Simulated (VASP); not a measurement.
Input of a VASP 6.6.1 run:

The input INCAR:

```
SYSTEM = MgO
ALGO = Normal
EDIFF = 1E-6
ENCUT = 520
GGA = PE
ISIF = 2
ISMEAR = -1
IVDW = 12
LASPH = .True.
LCHARG = .False.
LREAL = .False.
LWAVE = .False.
NBANDS = 11
NELM = 60
PREC = Accurate
SIGMA = 0.0666
```

Contents of KPOINTS:

```
k-points
0
Gamma
  7 7 7
  0 0 0
```

Contents of POSCAR:

```
MgO
1.0
    0.0000000000      2.2119513600      2.2119513600
    2.2119513600      0.0000000000      2.2119513600
    2.2119513600      2.2119513600      0.0000000000
Mg O
1 1
Direct
    0.0000000000      0.0000000000      0.0000000000
    0.5000000000      0.5000000000      0.5000000000
```

Potentials or basis: VASP PAW PBE potentials, release 64 (Mg, O).

The run is started by

```sh
$ cat potpaw_PBE.64/Mg/POTCAR potpaw_PBE.64/O/POTCAR > POTCAR
$ mpirun -np 1 vasp_std > vasp.out
```

Problem. What does it give for the dispersion energy per atom?

Solution. -0.252 eV.

Problem. Estimate the pressure.

Solution. -18.3 GPa.

Problem. Predict the band gap on the k mesh.

Solution. 3.42 eV, direct.

Caveat: three body term missing.
